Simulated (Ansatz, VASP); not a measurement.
**Si3Sn: VASP beside Ansatz**

```
CELL_PARAMETERS angstrom
3.46546 0.00000 0.00000
0.00000 3.46546 0.00000
0.00000 0.00000 7.60424
ATOMIC_POSITIONS crystal
Si 0.00000 0.00000 0.69169
Si 0.00000 0.00000 0.30831
Si 0.00000 0.00000 0.00000
Sn 0.50000 0.50000 0.50000
```

Alike in both runs: functional PBE; k mesh 12 × 12 × 8; occupations gaussian, width 0.1 eV; no spin polarisation.

Ansatz relaxed the structure, and its values are those at the end. VASP's run is a single point on that final structure, the one shown.

```csv
,VASP,Ansatz
version,VASP 6.6.1,Ansatz 0.2.0
potentials or method,"VASP PAW PBE potentials, release 64 (Si, Sn_d), cutoff 520 eV","scalar-relativistic, plane waves, PAW"
valence electrons in the cell,26,26
```

|  | VASP | Ansatz | Ansatz less VASP |
| --- | --- | --- | --- |
| gap on the k mesh at the Fermi level (eV) | none | none | - |
| pressure (GPa) | 0.0 | 0.0 | +0.05 |

A gap of «none» marks a metal or a gap that the smearing closes.
